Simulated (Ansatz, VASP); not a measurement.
# ZnS in VASP and in Ansatz

Contents of INCAR:

```
SYSTEM = ZnS
ALGO = Normal
EDIFF = 1E-7
ENCUT = 520
GGA = PE
ISIF = 2
ISMEAR = 0
LASPH = .TRUE.
LCHARG = .TRUE.
LELF = .TRUE.
LREAL = .FALSE.
LVHAR = .TRUE.
LWAVE = .FALSE.
NBANDS = 16
NELM = 60
PREC = Accurate
SIGMA = 0.05
```

KPOINTS

```
k-points
0
G
  10 10 10
  0 0 0
```

The input POSCAR:

```
ZnS
1.0
    0.0000000000      2.7046500000      2.7857895000
    2.7046500000      0.0000000000      2.7857895000
    2.7046500000      2.7046500000      0.0000000000
Zn S
1 1
Direct
    0.0000000000      0.0000000000      0.0000000000
    0.7500000000      0.7500000000      0.7500000000
```

Input for Ansatz:

```yaml
crystal:
  lattice:
    - [0.0, 2.70465, 2.7857895]
    - [2.70465, 0.0, 2.7857895]
    - [2.70465, 2.70465, 0.0]
  atoms:
    - { symbol: Zn, position: [0.0, 0.0, 0.0] }
    - { symbol: S, position: [0.75, 0.75, 0.75] }
basis:
  ecutwfc: 420
kpoints:
  mp_grid: { grid: [10, 10, 10] }
hamiltonian:
  xc: pbe
scf:
  occupations: { method: gaussian, width: 0.05 }
output:
  forces: true
  stress: true
  eigenvalues: true
```

Change from the starting cell: strain +0.000 along x and y, +0.030 along z, atoms carried along.

Alike in both runs: task single point; functional PBE; k mesh 10 × 10 × 10; occupations gaussian, width 0.05 eV; no spin polarisation.

```csv
,VASP,Ansatz
version,VASP 6.6.1,Ansatz 0.2.0
potentials or method,"VASP PAW PBE potentials, release 64 (Zn, S), cutoff 520 eV","scalar-relativistic, plane waves, PAW"
valence electrons in the cell,18,18
```

```csv
,VASP,Ansatz,Ansatz less VASP
gap on the k mesh at the Fermi level (eV),1.93,1.93,-0.004
least direct gap on the mesh (eV),1.93,1.93,-0.004
pressure (GPa),-0.6,-0.7,-0.15
"traceless stress, the component that is largest in VASP (GPa)",-0.85,-0.86,-0.007
```
